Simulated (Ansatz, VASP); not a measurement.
## One calculation of Ta4C3, two programs

```xyz
7
Lattice="-3.1033 0.0000 0.0000 -1.5516 -2.6875 0.0000 -0.7758 -0.4479 10.1645" Properties=species:S:1:pos:R:3 pbc="T T T"
Ta   -1.4442   -0.8338    1.9248
Ta   -1.4442   -0.8338    9.5814
Ta    0.1075    0.0620    7.0959
Ta   -2.9958   -1.7296    4.5989
C    -1.4442   -0.8338    5.8652
C    -4.5475   -2.6255    0.5824
C     0.1075    0.0620    3.2818
```

Alike in both runs: task single point; functional PBEsol; k mesh 14 × 14 × 4; occupations gaussian, width 0.15 eV; no spin polarisation.

```csv
,VASP,Ansatz
version,VASP 6.6.1,Ansatz 0.2.0
potentials or method,"VASP PAW PBE potentials, release 64 (Ta_pv, C), cutoff 520 eV","scalar-relativistic, plane waves, PAW"
valence electrons in the cell,56,64
```

Ansatz gave:

| Quantity | Value |
| --- | --- |
| gap on the k mesh at the Fermi level (eV) | none |
| rms of the force components (eV/Å) | 9.998 |

Which values does VASP return?

gap on the k mesh at the Fermi level (eV): none; rms of the force components (eV/Å): 10.785.

VASP's potentials were made for PBE, not for PBEsol. Atom by atom the forces differ by 0.790 eV/Å (rms over components). A gap of «none» marks a metal or a gap that the smearing closes. The functional is the same, so the differences come from potentials, cutoffs and numerics. VASP's potentials hold 56 valence electrons a cell and Ansatz's 64, so a difference there can come from the potentials and not from the codes.

Neither program's run includes spin-orbit coupling.
